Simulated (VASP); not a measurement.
**TiB2: single point with PBEsol**

The system is TiB2.

```
CELL_PARAMETERS angstrom
3.02920 0.00000 0.00000
-1.51460 2.62336 0.00000
0.00000 0.00000 3.22840
ATOMIC_POSITIONS crystal
Ti 0.00000 0.00000 0.00000
B 0.33333 0.66667 0.50000
B 0.66667 0.33333 0.50000
```

```
Program                : VASP 6.6.1
Task                   : single point
Functional             : PBEsol
Potentials or basis    : VASP PAW PBE potentials, release 64 (Ti_sv, B)
Cutoff                 : 520 eV
k mesh                 : 12 × 12 × 10
Occupations            : gaussian, width 0.05 eV
Spin                   : no spin polarisation
Dipole correction      : no
Further INCAR settings : ALGO = Normal; EDIFF = 1e-07; NBANDS = 16
```

| Quantity | Value |
| --- | --- |
| Pressure | -4.8 GPa |
| Band gap on the k mesh | zero (bands 9 and 10 overlap by 0.56 eV) |

Stress tensor (GPa, compression positive):
```
-3.88  0.00  0.00
 0.00 -3.88  0.00
 0.00  0.00 -6.60
```

Levels at points of the mesh, in eV from the Fermi level:
```tsv
k point	band 7	band 8	band 9	band 10	band 11	band 12
(0.00, 0.00, 0.00)	-2.60	-2.31	-2.16	1.88	1.88	3.67
(0.50, 0.00, 0.00)	-3.25	-3.23	-2.30	1.33	2.75	3.23
(0.00, 0.00, 0.50)	-0.53	-0.53	-0.20	-0.20	0.42	0.42
(0.50, 0.00, 0.50)	-4.64	-3.84	-3.14	2.47	2.93	4.49
```

Run time: 46 s on 1 thread of Intel Xeon 8259CL, on a shared host, peak memory 0.17 GiB.

Caveat: the cell stands under tension; the PAW data sets were made with another functional, which shifts forces and pressure a little.
